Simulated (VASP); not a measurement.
A run of VASP 6.6.1:

The input INCAR:

```
  PREC = Accurate
  ENCUT = 520
  EDIFF = 1E-6
  ISMEAR = -1
  SIGMA = 0.1
  LREAL = False
  LASPH = True
  NELM = 80
  ALGO = Normal
  ISIF = 2
  LWAVE = False
  LCHARG = False
  NBANDS = 13
```

Contents of KPOINTS:

```
Automatic mesh
0
Gamma
  12 12 12
```

POSCAR

```
Sn
1.0
    3.1168467187      0.0000000000      0.0000000000
    0.0000000000      3.1168467187      0.0000000000
    0.0000000000      0.0000000000      3.1168467187
Sn
1
Direct
    0.0000000000      0.0000000000      0.0000000000
```

Potentials or basis: VASP PAW LDA potentials, release 64 (Sn_d).

The run is started by

```bash
$ cat potpaw_LDA.64/Sn_d/POTCAR > POTCAR
$ mpirun -np 1 vasp_std > vasp.out
```

Hardware: 1 thread of Intel Xeon 8259CL (shared host).

Task: How long does it take, and how much memory?

Result: Run time: 21 s on 1 thread of Intel Xeon 8259CL (shared host), peak memory 0.15 GiB. Counts: scf iterations 10, k points 84.
